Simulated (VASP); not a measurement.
Runs of VASP 6.6.1 on SnO2. The structure is that of space group R-3m (No. 166), or close to it. The cells are those of the table. 

```tsv
cell	gap on the mesh (eV)	pressure (GPa)	largest force (eV/Å)
a = 5.129 Å, angles 35.8°, 3 atoms	2.52	13.4	0.98
a = 5.392 Å, angles 35.8°, 3 atoms	(b)	-8.1	0.64
a = 5.195 Å, angles 35.8°, 3 atoms	2.25	(a)	0.49
a = 5.326 Å, angles 35.8°, 3 atoms	(c)	-4.2	0.32
```

Alike in all rows: task single point; level PBE; potentials or basis VASP PAW PBE potentials, release 64 (Sn_d, O); no spin polarisation; k mesh 12 × 12 × 12; cutoff (eV) 520; smearing gaussian 0.05 eV.

Problem. Fill in the values left out.

Solution. (a) 6.4; (b) 1.57; (c) 1.77.

Caveats: spin-orbit coupling is left out, which moves the levels of the heavy elements; the cell stands under tension (at least some runs); the stress differs along the axes, from 8 to 16 GPa (at least some runs); the cell stands under pressure (at least some runs).

A k mesh can miss the band edges, and the runs leave out spin-orbit coupling on Sn.
